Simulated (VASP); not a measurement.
A run of VASP 6.6.1:

The input INCAR:

```
PREC     = Accurate       # precision mode
ENCUT    = 520            # plane-wave cutoff, eV
EDIFF    = 1E-6           # SCF threshold, eV
ISMEAR   = 0              # smearing method
SIGMA    = 0.15           # smearing width, eV
LREAL    = F              # projectors in reciprocal space
LASPH    = T              # aspherical terms in the spheres
NELM     = 100            # most SCF steps
ALGO     = Fast           # electronic algorithm
ISIF     = 2              # what is computed and relaxed
LWAVE    = F              # write WAVECAR
LCHARG   = F              # write CHGCAR
GGA      = PS             # functional
NBANDS   = 19             # bands
```

Contents of KPOINTS:

```
regular mesh
0
Gamma
  24 24 12
```

File POSCAR:

```
Ti
1.0
    3.1777888630      0.0000000000      0.0000000000
   -1.5888944315      2.7520458832      0.0000000000
    0.0000000000      0.0000000000      4.0382723830
Ti
2
Direct
    0.3333333333      0.6666666667      0.2500000000
    0.6666666667      0.3333333333      0.7500000000
```

Potentials or basis: VASP PAW PBE potentials, release 64 (Ti_sv).

Command:

```bash
$ cat potpaw_PBE.64/Ti_sv/POTCAR > POTCAR
$ mpirun -np 1 vasp_std > vasp.out
```

Hardware: 1 thread of Intel Xeon 8259CL (shared host).

Question: Estimate the wall time of this run.

Answer: It took 13 min on 1 thread of Intel Xeon 8259CL, on a shared host, peak memory 0.33 GiB. Counts: scf iterations 34, k points 427.
